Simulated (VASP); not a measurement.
Input of a VASP 6.6.1 run:

INCAR

```
PREC     = Accurate       # precision mode
ENCUT    = 520            # plane-wave cutoff, eV
EDIFF    = 1E-8           # SCF threshold, eV
ISMEAR   = -1             # smearing method
SIGMA    = 0.08           # smearing width, eV
LREAL    = F              # projectors in reciprocal space
LASPH    = T              # aspherical terms in the spheres
NELM     = 100            # most SCF steps
ALGO     = Normal         # electronic algorithm
ISIF     = 2              # what is computed and relaxed
LWAVE    = F              # write WAVECAR
LCHARG   = F              # write CHGCAR
GGA      = PE             # functional
LEFG     = T            
NBANDS   = 12             # bands
```

File KPOINTS:

```
regular mesh
0
Gamma
  12 12 12
```

File POSCAR:

```
Li
1.0
    1.5504989657      0.8951809952      7.5883000000
   -1.5504989657      0.8951809952      7.5883000000
    0.0000000000     -1.7903619905      7.5883000000
Li
3
Direct
    0.0000000000      0.0000000000      0.0000000000
    0.2220000000      0.2220000000      0.2220000000
    0.7780000000      0.7780000000      0.7780000000
```

Potentials or basis: VASP PAW PBE potentials, release 64 (Li_sv).

Command:

```bash
$ cat potpaw_PBE.64/Li_sv/POTCAR > POTCAR
$ mpirun -np 1 vasp_std > vasp.out
```

What does it give for the largest force?

0.009 eV/Å.

Forces on the atoms (eV/Å):
```
Li   0.000  0.000  0.000
Li   0.000  0.000  0.009
Li   0.000  0.000 -0.009
```

Caveat: without QUAD_EFG the Cq values of the log hold for a quadrupole moment of 1 mb, not for the nuclei.
